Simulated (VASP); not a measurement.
Crystal: ZnO.

```xyz
4
Lattice="3.2493 0.0000 0.0000 -1.6247 2.8140 0.0000 0.0000 0.0000 5.2057" Properties=species:S:1:pos:R:3 pbc="T T T"
Zn    0.0000    1.8760    2.6029
Zn    1.6247    0.9380    0.0000
O     1.6247    0.9380    1.9730
O     0.0000    1.8760    4.5759
```

- Program: VASP 6.6.1
- Task: relaxation of cell and atoms
- Functional: PBE
- Potentials or basis: VASP PAW PBE potentials, release 64 (Zn, O)
- Cutoff: 600 eV
- k mesh: 12 × 12 × 4
- Occupations: fermi-dirac, width 0.02 eV
- Spin: no spin polarisation

At the start: pressure 5.8 GPa; volume 11.90 Å³/atom.

Task: How do energy, volume and symmetry change on relaxing?

Result: Over 15 steps the energy falls by 8.9 meV/atom and the volume is 12.41 Å³/atom (+4.3 %); space group P6_3mc (No. 186, to 0.1 Å) before and after.

The path:
| step | energy change (eV) | largest force (eV/Å) | pressure (GPa) | volume (Å³) |
| --- | --- | --- | --- | --- |
| 1 | 0.0000 | 0.0744 | 5.83 | 47.60 |
| 2 | -0.0270 | 0.0268 | -2.61 | 50.64 |
| 3 | -0.0357 | 0.0010 | -0.01 | 49.59 |
| 4 | -0.0357 | 0.0021 | -0.06 | 49.63 |
| 5 | -0.0357 | 0.0109 | -0.01 | 49.62 |
| 6 | -0.0357 | 0.0150 | -0.10 | 49.62 |
| 7 | -0.0358 | 0.0115 | -0.01 | 49.57 |
| 8 | -0.0358 | 0.0099 | 0.09 | 49.54 |
| 9 | -0.0358 | 0.0102 | 0.14 | 49.54 |
| 10 | -0.0358 | 0.0108 | 0.11 | 49.56 |
| 11 | -0.0358 | 0.0118 | 0.04 | 49.56 |
| 12 | -0.0358 | 0.0101 | 0.10 | 49.56 |
| 13 | -0.0358 | 0.0029 | 0.08 | 49.57 |
| 14 | -0.0358 | 0.0017 | 0.11 | 49.57 |
| 15 | -0.0358 | 0.0009 | -0.05 | 49.63 |

Final structure:
```yaml
crystal:
  lattice:
    - [3.28670, 0.00000, 0.00000]
    - [-1.64335, 2.84637, 0.00000]
    - [0.00000, 0.00000, 5.30500]
  atoms:
    - { symbol: Zn, position: [0.33333, 0.66667, 0.49999] }
    - { symbol: Zn, position: [0.66667, 0.33333, 0.99999] }
    - { symbol: O, position: [0.66667, 0.33333, 0.37902] }
    - { symbol: O, position: [0.33333, 0.66667, 0.87902] }
```
